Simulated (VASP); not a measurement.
A run of VASP 6.6.1:

INCAR

```
  PREC = Accurate
  ENCUT = 520
  EDIFF = 1E-6
  ISMEAR = -1
  SIGMA = 0.05
  LREAL = F
  LASPH = T
  NELM = 60
  ALGO = Normal
  ISIF = 2
  LWAVE = F
  LCHARG = T
  GGA = PS
  LELF = T
  LVHAR = T
  NBANDS = 18
```

KPOINTS

```
Automatic mesh
0
Gamma
  9 9 9
```

Contents of POSCAR:

```
Yb
1.0
   -2.1514830000      2.1514830000      2.1514830000
    2.1514830000     -2.1514830000      2.1514830000
    2.1514830000      2.1514830000     -2.1514830000
Yb
1
Direct
    0.0000000000      0.0000000000      0.0000000000
```

Potentials or basis: VASP PAW PBE potentials, release 64 (Yb).

Launch:

```console
$ cat potpaw_PBE.64/Yb/POTCAR > POTCAR
$ mpirun -np 1 vasp_std > vasp.out
```

Hardware: 1 thread of AMD EPYC 7571 (shared host).

Q: Estimate the wall time of this run.

A: Run time: 100 s on 1 thread of AMD EPYC 7571, on a shared host, peak memory 0.15 GiB. Counts: scf iterations 23, k points 35.
